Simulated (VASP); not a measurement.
Here is a VASP 6.6.1 calculation.

File POSCAR:

```
Pd
1.0
    0.0000000000      2.6784289448      2.6784289448
    2.6784289448      0.0000000000      2.6784289448
    2.6784289448      2.6784289448      0.0000000000
Pd
2
Direct
   -0.1250000000     -0.1250000000     -0.1250000000
    0.1250000000      0.1250000000      0.1250000000
```

The input INCAR.step1:

```
  PREC = Accurate
  ENCUT = 440
  ISMEAR = -1
  SIGMA = 0.05
  LREAL = False
  LASPH = True
  NELM = 120
  NBANDS = 17
  GGA = PE
  ALGO = Normal
  EDIFF = 1E-5
  LWAVE = True
  LCHARG = False
  GGA_COMPAT = False
```

Contents of INCAR.step2:

```
  PREC = Accurate
  ENCUT = 440
  EDIFF = 1E-8
  ISMEAR = -1
  SIGMA = 0.05
  LREAL = False
  LASPH = True
  NELM = 120
  ALGO = Normal
  ISIF = 2
  LWAVE = False
  LCHARG = False
  METAGGA = R2SCAN
  LMIXTAU = True
  LEFG = True
  NBANDS = 17
  ISTART = 1
  GGA_COMPAT = False
```

Contents of KPOINTS:

```
Automatic mesh
0
Gamma
  10 10 10
```

Potentials or basis: VASP PAW PBE potentials, release 64 (Pd).

The run is started by

```bash
$ cat potpaw_PBE.64/Pd/POTCAR > POTCAR
$ cp INCAR.step1 INCAR
$ mpirun -np 1 vasp_std > vasp.out
$ cp INCAR.step2 INCAR
$ mpirun -np 1 vasp_std > vasp.out
```

Task: Predict the pressure.

Result: 27.3 GPa.

Task: Predict the band gap on the k mesh.

Result: Zero (bands 10 and 11 overlap by 0.57 eV).

Caveat: the cell stands under pressure; the PAW data sets were made with another functional, which shifts forces and pressure a little.
